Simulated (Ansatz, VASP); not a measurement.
One calculation of Ge, two programs

```
Ge
1.0
    -2.60837    2.60837    1.41580
     2.60837   -2.60837    1.41580
     2.60837    2.60837   -1.41580
Ge
2
Direct
  0.50000 0.50000 0.00000
  0.25000 0.75000 0.50000
```

Alike in both runs: task single point; functional r2SCAN; k mesh 11 × 11 × 11; occupations fermi-dirac, width 0.05 eV; no spin polarisation.

|  | VASP | Ansatz |
| --- | --- | --- |
| version | VASP 6.6.1 | Ansatz 0.2.0 |
| potentials or method | VASP PAW PBE potentials, release 64 (Ge_d) | Ansatz PAW |
| plane-wave cutoff (eV) | 520 | 500 |
| valence electrons in the cell | 28 | 28 |

Ansatz gave:

- gap on the k mesh at the Fermi level (eV): none
- pressure (GPa): -2.2
- traceless stress, the component that is largest in VASP (GPa): 0.35

Problem. Estimate VASP's values.

Solution. gap on the k mesh at the Fermi level (eV): none; pressure (GPa): -2.4; traceless stress, the component that is largest in VASP (GPa): 0.30.

VASP's potentials were made for PBE, not for r2SCAN. A gap of «none» marks a metal or a gap that the smearing closes.
